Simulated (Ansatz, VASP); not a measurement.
**TiO2 in VASP and in Ansatz**

The input INCAR:

```
SYSTEM = TiO2
  ALGO = Normal
  EDIFF = 1E-8
  ENCUT = 520
  GGA = PE
  ISIF = 2
  ISMEAR = -1
  LASPH = .True.
  LCHARG = .False.
  LEFG = .True.
  LREAL = .False.
  LWAVE = .False.
  NBANDS = 60
  NELM = 100
  PREC = Accurate
  SIGMA = 0.02
```

KPOINTS

```
k-points
0
Gamma
  5 4 4
  0 0 0
```

POSCAR

```
TiO2
1.0
    4.8126997814      0.0000000000      0.0000000000
    0.0000000000      4.8718844600      0.0000000000
   -0.8628854487      0.0000000000      4.9665942755
Ti O
4 8
Direct
    0.2774352600      0.4471916400      0.7131482700
    0.7225647400      0.9471916400      0.7868517300
    0.7225647400      0.5528083600      0.2868517300
    0.2774352600      0.0528083600      0.2131482700
    0.4453609900      0.7423682600      0.9667718600
    0.5546390100      0.2423682600      0.5332281400
    0.5546390100      0.2576317400      0.0332281400
    0.4453609900      0.7576317400      0.4667718600
    0.0638382200      0.3230344800      0.3515567400
    0.9361617800      0.8230344800      0.1484432600
    0.9361617800      0.6769655200      0.6484432600
    0.0638382200      0.1769655200      0.8515567400
```

Input for Ansatz:

```yaml
crystal:
  lattice:
    - [4.8126997814, 0.0, 0.0]
    - [0.0, 4.87188446, 0.0]
    - [-0.8628854487, 0.0, 4.9665942755]
  atoms:
    - { symbol: Ti, position: [0.27743526, 0.44719164, 0.71314827] }
    - { symbol: Ti, position: [0.72256474, 0.94719164, 0.78685173] }
    - { symbol: Ti, position: [0.72256474, 0.55280836, 0.28685173] }
    - { symbol: Ti, position: [0.27743526, 0.05280836, 0.21314827] }
    - { symbol: O, position: [0.44536099, 0.74236826, 0.96677186] }
    - { symbol: O, position: [0.55463901, 0.24236826, 0.53322814] }
    - { symbol: O, position: [0.55463901, 0.25763174, 0.03322814] }
    - { symbol: O, position: [0.44536099, 0.75763174, 0.46677186] }
    - { symbol: O, position: [0.06383822, 0.32303448, 0.35155674] }
    - { symbol: O, position: [0.93616178, 0.82303448, 0.14844326] }
    - { symbol: O, position: [0.93616178, 0.67696552, 0.64844326] }
    - { symbol: O, position: [0.06383822, 0.17696552, 0.85155674] }
kpoints:
  mp_grid: { grid: [5, 4, 4] }
scf:
  occupations: { method: fermi_dirac, width: 0.02 }
hamiltonian:
  xc: pbe
  pseudopotentials: { kind: paw }
output:
  forces: true
  stress: true
  populations: true
  efg:
    quadrupole_moments_barn: { Ti: 0.247, O: -0.02558 }
    contact_densities: true
```

Alike in both runs: task electric field gradients; functional PBE; k mesh 5 × 4 × 4; occupations fermi-dirac, width 0.02 eV; no spin polarisation.

```csv
,VASP,Ansatz
version,VASP 6.6.1,Ansatz 0.2.0
potentials or method,"VASP PAW PBE potentials, release 64 (Ti_sv, O)","plane-wave PAW, scalar-relativistic"
plane-wave cutoff (eV),520,420
valence electrons in the cell,96,96
```

```tsv
	VASP	Ansatz	Ansatz less VASP
gap on the k mesh at the Fermi level (eV)	2.32	2.34	+0.020
pressure (GPa)	4.9	4.1	-0.81
traceless stress, the component that is largest in VASP (GPa)	0.09	0.13	+0.040
rms of the force components (eV/Å)	0.047	0.051	+0.0039
size of Vzz on the site where it differs most (V/Å²)	23.1	24.7	+1.56
```

Atom by atom the forces differ by 0.022 eV/Å (rms over components).
